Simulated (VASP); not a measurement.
Write the native input for VASP 6.6.1 that does the following.

```
Task                   : single point
Functional             : r2SCAN
Potentials or basis    : VASP PAW PBE potentials, release 64 (Si, Ni)
Cutoff                 : 520 eV
k mesh                 : 12 × 12 × 10
Occupations            : gaussian, width 0.15 eV
Spin                   : no spin polarisation
Dipole correction      : no
Further INCAR settings : ALGO = Normal; EDIFF = 1e-06; NBANDS = 33
```

Crystal: SiNi2.

```
Si Ni
1.0
     3.86955    0.00000    0.00000
    -1.93477    3.35112    0.00000
     0.00000    0.00000    4.92681
Si Ni
2 4
Direct
  0.33333 0.66667 0.72283
  0.66667 0.33333 0.27717
  0.00000 0.00000 0.00000
  0.00000 0.00000 0.50000
  0.33333 0.66667 0.21955
  0.66667 0.33333 0.78045
```

This cell differs from its parent crystal: atoms displaced along a vibrational mode.

These files were run (other wordings do the same):

POSCAR

```
SiNi2
1.0
    3.8695455034      0.0000000000      0.0000000000
   -1.9347727517      3.3511247070      0.0000000000
    0.0000000000      0.0000000000      4.9268111706
Si Ni
2 4
Direct
    0.3333333333      0.6666666667      0.7228278077
    0.6666666667      0.3333333333      0.2771721923
    0.0000000000      0.0000000000      0.0000000000
    0.0000000000      0.0000000000      0.5000000000
    0.3333333333      0.6666666667      0.2195543436
    0.6666666667      0.3333333333      0.7804456564
```

INCAR.step1

```
ALGO     = Normal         # electronic algorithm
EDIFF    = 1E-4           # SCF threshold, eV
ENCUT    = 520            # plane-wave cutoff, eV
GGA      = PE             # functional
ISMEAR   = 0              # smearing method
LASPH    = True           # aspherical terms in the spheres
LCHARG   = False          # write CHGCAR
LREAL    = False          # projectors in reciprocal space
LWAVE    = True           # write WAVECAR
NBANDS   = 33             # bands
NELM     = 100            # most SCF steps
PREC     = Accurate       # precision mode
SIGMA    = 0.15           # smearing width, eV
```

INCAR.step2

```
ALGO     = Normal         # electronic algorithm
EDIFF    = 1E-6           # SCF threshold, eV
ENCUT    = 520            # plane-wave cutoff, eV
ISIF     = 2              # what is computed and relaxed
ISMEAR   = 0              # smearing method
ISTART   = 1            
LASPH    = True           # aspherical terms in the spheres
LCHARG   = False          # write CHGCAR
LMIXTAU  = True         
LREAL    = False          # projectors in reciprocal space
LWAVE    = False          # write WAVECAR
METAGGA  = R2SCAN         # meta-GGA
NBANDS   = 33             # bands
NELM     = 100            # most SCF steps
PREC     = Accurate       # precision mode
SIGMA    = 0.15           # smearing width, eV
```

KPOINTS

```
k-points
0
Gamma
  12 12 10
```

Potentials or basis: VASP PAW PBE potentials, release 64 (Si, Ni).

The run is started by

```bash
$ cat potpaw_PBE.64/Si/POTCAR potpaw_PBE.64/Ni/POTCAR > POTCAR
$ cp INCAR.step1 INCAR
$ mpirun -np 1 vasp_std > vasp.out
$ cp INCAR.step2 INCAR
$ mpirun -np 1 vasp_std > vasp.out
```

Results of the run:

```yaml
Pressure: -0.1 GPa
Largest_force: 0.441 eV/Å
Band_gap_on_the_k_mesh: zero (bands 24 and 25 overlap by 3.61 eV)
```

Caveat: the cell differs from its parent crystal (atoms displaced along a vibrational mode); the PAW data sets were made with another functional, which shifts forces and pressure a little.

Wall time 35 min on 1 thread of Intel Xeon 8259CL, on a shared host, peak memory 0.38 GiB.
